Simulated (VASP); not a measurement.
Here is a VASP 6.6.1 calculation.

File INCAR:

```
SYSTEM = CS2
PREC = Accurate
ENCUT = 1000
EDIFF = 1E-6
ISMEAR = -1
SIGMA = 0.05
LREAL = Auto
LASPH = .TRUE.
NELM = 120
ALGO = Normal
ISIF = 2
LWAVE = .FALSE.
LCHARG = .FALSE.
GGA = PE
IVDW = 12
NBANDS = 82
GGA_COMPAT = .FALSE.
```

The input KPOINTS:

```
regular mesh
0
G
  1 1 1
  0 0 0
```

File POSCAR:

```
CS2
1.0
    9.5828400000      0.0000000000      0.0000000000
    0.0000000000      9.5828400000      0.0000000000
    0.0000000000      0.0000000000      9.5828400000
S C
16 8
Direct
    0.0421273860      0.9721022160      0.9071632209
    0.2228253837      0.7436939362      0.7575937822
    0.3872234118      0.5057999507      0.4165675311
    0.5145551841      0.5280271819      0.1132753964
    0.8556023058      0.9146975218      0.5204511397
    0.5444001987      0.8121809401      0.5676709618
    0.6913295015      0.4844075452      0.7338638650
    0.7522195925      0.2362034637      0.9363716810
    0.9014133597      0.6365962491      0.0302728627
    1.1307086417      0.4286829374      0.1273839488
    0.3359025091      0.9102938169      0.1691460987
    0.6527188182      0.9496036666      0.1456144525
    0.7641054218      0.3121099799      0.3408071094
    0.9537986651      0.5496074233      0.4501483902
    0.1502999111      0.3362677453      0.7542544799
    0.4149396212      0.1726628014      0.6601174600
    0.1360452642      0.8557797062      0.8352534322
    0.4581835865      0.5152960918      0.2698678054
    0.6995212275      0.8592024911      0.5448071762
    0.7269035067      0.3555104750      0.8288878871
    1.0238614023      0.5382955366      0.0721393658
    0.4900426178      0.9395544536      0.1596082164
    0.8499776684      0.4375216533      0.3966151997
    0.2803448664      0.2463465945      0.7070137871
```

Potentials or basis: VASP PAW PBE potentials, release 64 (S, C_h).

The run is started by

```sh
$ cat potpaw_PBE.64/S/POTCAR potpaw_PBE.64/C_h/POTCAR > POTCAR
$ mpirun -np 1 vasp_gam > vasp.out
```

**Question.** Estimate the largest force.

**Answer.** 2.886 eV/Å.

**Question.** What does it give for the pressure?

**Answer.** -0.8 GPa.

**Question.** Estimate the dispersion energy per atom.

**Answer.** -0.108 eV.

Stress tensor (GPa, compression positive):
```
-0.63  0.18  0.39
 0.18 -0.65  0.10
 0.39  0.10 -1.02
```

Caveat: the k points lie up to 0.66 Å⁻¹ apart; the atoms stand as in a frame of molecular dynamics.
